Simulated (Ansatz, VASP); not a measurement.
One calculation of Ga, two programs

Contents of INCAR:

```
PREC = Accurate ; ENCUT = 520
EDIFF = 1E-6 ; ISMEAR = -1
SIGMA = 0.1 ; LREAL = F
LASPH = T ; NELM = 100
ALGO = Normal ; ISIF = 2
LWAVE = F ; LCHARG = F
GGA = PS ; NBANDS = 34
```

Contents of KPOINTS:

```
Automatic mesh
0
Gamma
  14 14 4
```

POSCAR

```
Ga
1.0
    2.9715819090      0.0000000000      0.0000000000
   -1.4857909545      2.5734654226      0.0000000000
    0.0000000000      0.0000000000      9.6564572626
Ga
4
Direct
    0.0000000000      0.0000000000      1.0000000000
    1.0000000000      1.0000000000      0.5000000000
    0.3333333333      0.6666666667      0.2500000000
    0.6666666667      0.3333333333      0.7500000000
```

Input for Ansatz:

```yaml
crystal:
  lattice:
    - [2.971581909, 0.0, 0.0]
    - [-1.4857909545, 2.5734654226, 0.0]
    - [0.0, 0.0, 9.6564572626]
  atoms:
    - { symbol: Ga, position: [0.0, 0.0, 1.0] }
    - { symbol: Ga, position: [1.0, 1.0, 0.5] }
    - { symbol: Ga, position: [0.3333333333, 0.6666666667, 0.25] }
    - { symbol: Ga, position: [0.6666666667, 0.3333333333, 0.75] }
hamiltonian:
  xc: pbesol
  pseudopotentials:
    kind: paw
    azcp:
      Ga: "pseudopotentials/Ga.paw.azcp"
basis:
  ecutwfc: 420
  fft_grid_basis: typed
kpoints:
  mp_grid: { grid: [14, 14, 4], shift: [0, 0, 0] }
magnetization:
  spin_polarized: false
scf:
  occupations: { method: fermi_dirac, width: 0.1 }
  lower_state_search: "off"
output:
  stress: true
```

Alike in both runs: task single point; functional PBEsol; k mesh 14 × 14 × 4; occupations fermi-dirac, width 0.1 eV; no spin polarisation.

|  | VASP | Ansatz |
| --- | --- | --- |
| version | VASP 6.6.1 | Ansatz 0.2.0 |
| potentials or method | VASP PAW PBE potentials, release 64 (Ga_d), cutoff 520 eV | plane waves (420 eV) with PAW, scalar-relativistic |
| valence electrons in the cell | 52 | 52 |

|  | VASP | Ansatz | Ansatz less VASP |
| --- | --- | --- | --- |
| pressure (GPa) | -2.0 | -2.0 | 0.00 |
| traceless stress, the component that is largest in VASP (GPa) | 0.76 | 0.76 | -0.002 |

VASP's potentials were made for PBE, not for PBEsol, and Ansatz warns of the same on its side.
